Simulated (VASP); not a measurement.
Ga4AsP3:

```
Ga P As
1.0
    -3.93633   -0.00405   -0.00242
     0.00748    3.97181    5.53384
     0.00063    3.94017   -5.51147
Ga P As
4 3 1
Direct
  0.99181 0.00287 0.00353
  0.52608 0.51354 0.00505
  0.49012 0.99162 0.48160
  0.01867 0.49188 0.50665
  0.97826 0.62116 0.88302
  0.99300 0.13210 0.37246
  0.50310 0.62178 0.36560
  0.49896 0.12505 0.88208
```

| Item | Value |
| --- | --- |
| Program | VASP 6.6.1 |
| Task | relaxation of cell and atoms |
| Functional | PBE |
| Potentials or basis | VASP PAW PBE potentials, release 64 (Ga_d, P, As) |
| Cutoff | 600 eV |
| k mesh | 4 × 2 × 2 |
| Occupations | gaussian, width 0.1 eV |
| Spin | no spin polarisation |

At the start: pressure 1.0 GPa; volume 21.50 Å³/atom.

**Question.** Where does the relaxation end?

**Answer.** Over 15 steps the energy falls by 53.1 meV/atom and the volume is 21.55 Å³/atom (+0.2 %); space group Amm2 (No. 38, to 0.05 Å).

Step by step:
```csv
step,energy change (eV),largest force (eV/Å),pressure (GPa),volume (Å³)
1,0.0000,2.5572,0.95,172.00
2,-0.3649,0.4257,-1.07,175.16
3,-0.3677,0.4752,-0.96,174.87
4,-0.4163,0.1376,0.12,171.93
5,-0.4163,0.1379,0.13,171.93
6,-0.4197,0.0888,-0.02,172.27
7,-0.4201,0.0753,-0.10,172.42
8,-0.4211,0.0558,0.04,172.14
9,-0.4213,0.0702,0.12,171.97
10,-0.4221,0.0635,0.06,172.07
11,-0.4231,0.0589,-0.01,172.24
12,-0.4237,0.0672,-0.14,172.56
13,-0.4244,0.0426,-0.03,172.34
14,-0.4246,0.0377,0.07,172.23
15,-0.4248,0.0236,-0.07,172.38
```

Final structure:
```
Ga P As
1.0
    -3.95218    0.00097   -0.00139
     0.00088    3.95167    5.51824
    -0.00293    3.95215   -5.51878
Ga P As
4 3 1
Cartesian
  -3.9418 3.9498 5.4632
  -1.9834 2.0216 2.7792
  -1.9757 5.8871 2.7819
  -0.0015 3.9510 -0.0032
  -0.0106 5.9274 -1.3795
  -3.9530 1.9738 -1.3779
  -1.9784 3.9542 1.3776
  -1.9706 3.9541 -4.1306
```

Caveat: the k points lie up to 0.49 Å⁻¹ apart in the final cell.
